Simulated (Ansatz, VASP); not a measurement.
## Two plane-wave programs on CdSe

File INCAR:

```
SYSTEM = CdSe
  PREC = Accurate
  ENCUT = 520
  EDIFF = 1E-7
  ISMEAR = 0
  SIGMA = 0.05
  LREAL = .False.
  LASPH = .True.
  NELM = 60
  ALGO = Normal
  ISIF = 2
  LWAVE = .False.
  LCHARG = .False.
  GGA = PE
  NBANDS = 26
```

The input KPOINTS:

```
regular mesh
0
Gamma
  6 6 4
  0 0 0
```

POSCAR

```
CdSe
1.0
    4.2984999142      0.0752237485      0.0000000000
   -2.0841042799      3.6849982496      0.0000000000
    0.0000000000      0.0000000000      7.0152000000
Cd Se
2 2
Direct
    0.6666666667      0.3333333333      0.0000000000
    0.3333333333      0.6666666667      0.5000000000
    0.6666666667      0.3333333333      0.3750000000
    0.3333333333      0.6666666667      0.8750000000
```

Input for Ansatz:

```yaml
crystal:
  lattice:
    - [4.2984999142, 0.0752237485, 0.0]
    - [-2.0841042799, 3.6849982496, 0.0]
    - [0.0, 0.0, 7.0152]
  atoms:
    - { symbol: Cd, position: [0.6666666667, 0.3333333333, 0.0] }
    - { symbol: Cd, position: [0.3333333333, 0.6666666667, 0.5] }
    - { symbol: Se, position: [0.6666666667, 0.3333333333, 0.375] }
    - { symbol: Se, position: [0.3333333333, 0.6666666667, 0.875] }
basis:
  ecutwfc: 420
kpoints:
  mp_grid: { grid: [6, 6, 4] }
hamiltonian:
  xc: pbe
scf:
  occupations: { method: gaussian, width: 0.05 }
output:
  forces: true
  stress: true
  eigenvalues: true
```

Change from the starting cell: strain +0.0350 x Voigt [0, 0, 0, 0, 0, 1], atoms carried along.

Alike in both runs: task single point; functional PBE; k mesh 6 × 6 × 4; occupations gaussian, width 0.05 eV; no spin polarisation.

```csv
,VASP,Ansatz
version,VASP 6.6.1,Ansatz 0.2.0
potentials or method,"VASP PAW PBE potentials, release 64 (Cd, Se), cutoff 520 eV","scalar-relativistic, plane waves, PAW"
valence electrons in the cell,36,72
```

|  | VASP | Ansatz | Ansatz less VASP |
| --- | --- | --- | --- |
| gap on the k mesh at the Fermi level (eV) | 0.61 | 0.61 | +0.001 |
| least direct gap on the mesh (eV) | 0.61 | 0.61 | +0.001 |
| pressure (GPa) | 3.4 | 3.1 | -0.33 |
| traceless stress, the component that is largest in VASP (GPa) | -1.27 | -1.24 | +0.025 |
| rms of the force components (eV/Å) | 0.134 | 0.129 | -0.0049 |

Atom by atom the forces differ by 0.005 eV/Å (rms over components). With one functional, cell and mesh, what is left measures potentials, basis and numerics. VASP's potentials hold 36 valence electrons a cell and Ansatz's 72, so a difference there can come from the potentials and not from the codes.
